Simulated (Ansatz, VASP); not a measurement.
One calculation of Cu, two programs

```
CELL_PARAMETERS angstrom
2.56801 0.00000 0.00000
-1.28401 2.22396 0.00000
0.00000 0.00000 4.19353
ATOMIC_POSITIONS crystal
Cu 0.33333 0.66667 0.25000
Cu 0.66667 0.33333 0.75000
```

Alike in both runs: task single point; functional PBE; k mesh 24 × 24 × 12; occupations gaussian, width 0.1 eV; no spin polarisation.

|  | VASP | Ansatz |
| --- | --- | --- |
| version | VASP 6.6.1 | Ansatz 0.2.0 |
| potentials or method | VASP PAW PBE potentials, release 64 (Cu), cutoff 520 eV | scalar-relativistic, plane waves, PAW |
| valence electrons in the cell | 22 | 38 |

Ansatz gave:

```
gap on the k mesh at the Fermi level (eV)                     : none
pressure (GPa)                                                : -0.1
traceless stress, the component that is largest in VASP (GPa) : 0.44
```

Which values does VASP return?

gap on the k mesh at the Fermi level (eV): none; pressure (GPa): 1.2; traceless stress, the component that is largest in VASP (GPa): 0.44.

A gap of «none» marks a metal or a gap that the smearing closes. VASP's potentials hold 22 valence electrons a cell and Ansatz's 38, so a difference there can come from the potentials and not from the codes.
